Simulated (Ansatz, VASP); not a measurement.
# One calculation of Ni, two programs

The input INCAR:

```
SYSTEM = Ni
ALGO = Fast
EDIFF = 1E-7
ENCUT = 520
GGA = PS
ISIF = 2
ISMEAR = 0
ISPIN = 2
LASPH = .TRUE.
LCHARG = .FALSE.
LMAXMIX = 4
LORBIT = 11
LREAL = .FALSE.
LWAVE = .FALSE.
MAGMOM = 0.73 0.73
NBANDS = 21
NELM = 150
PREC = Accurate
SIGMA = 0.15
```

Contents of KPOINTS:

```
k-points
0
G
  24 24 18
  0 0 0
```

File POSCAR:

```
Ni
1.0
    0.0000000000     -1.7315750128     -1.7315750128
    0.0000000000      1.7315750128     -1.7315750128
    3.4631500256      0.0000000000      0.0000000000
Ni
2
Direct
    0.5000000000      0.5000000000      0.5757980446
    0.0000000000      0.0000000000     -0.0757980446
```

Input for Ansatz:

```yaml
crystal:
  lattice:
    - [0.0, -1.7315750128, -1.7315750128]
    - [0.0, 1.7315750128, -1.7315750128]
    - [3.4631500256, 0.0, 0.0]
  atoms:
    - { symbol: Ni, position: [0.5, 0.5, 0.5757980446], spin: 0.73 }
    - { symbol: Ni, position: [0.0, 0.0, -0.0757980446], spin: 0.73 }
basis:
  ecutwfc: 420
kpoints:
  mp_grid: { grid: [24, 24, 18] }
hamiltonian:
  xc: pbesol
scf:
  occupations: { method: gaussian, width: 0.15 }
output:
  forces: true
  stress: true
  eigenvalues: true
  populations: true
magnetization:
  spin_polarized: true
```

Change from the starting cell: mode 6 (303.5 1/cm) frozen in, largest displacement +0.263 Å.

Alike in both runs: task single point; functional PBEsol; k mesh 24 × 24 × 18; occupations gaussian, width 0.15 eV; collinear spin.

|  | VASP | Ansatz |
| --- | --- | --- |
| version | VASP 6.6.1 | Ansatz 0.2.0 |
| potentials or method | VASP PAW PBE potentials, release 64 (Ni), cutoff 520 eV | scalar-relativistic, plane waves, PAW |
| valence electrons in the cell | 20 | 36 |

```tsv
	VASP	Ansatz	Ansatz less VASP
gap on the k mesh at the Fermi level (eV)	none	none	-
rms of the force components (eV/Å)	3.454	3.484	+0.0305
net moment per atom (μB)	0.62	0.63	+0.010
size of the moment on the site where the two differ most (μB)	0.62	0.66	+0.043
```

VASP's potentials were made for PBE, not for PBEsol. Site moments also hang on the region over which each program counts them. Atom by atom the forces differ by 0.031 eV/Å (rms over components). A gap of «none» marks a metal or a gap that the smearing closes. VASP's potentials hold 20 valence electrons a cell and Ansatz's 36, so a difference there can come from the potentials and not from the codes.
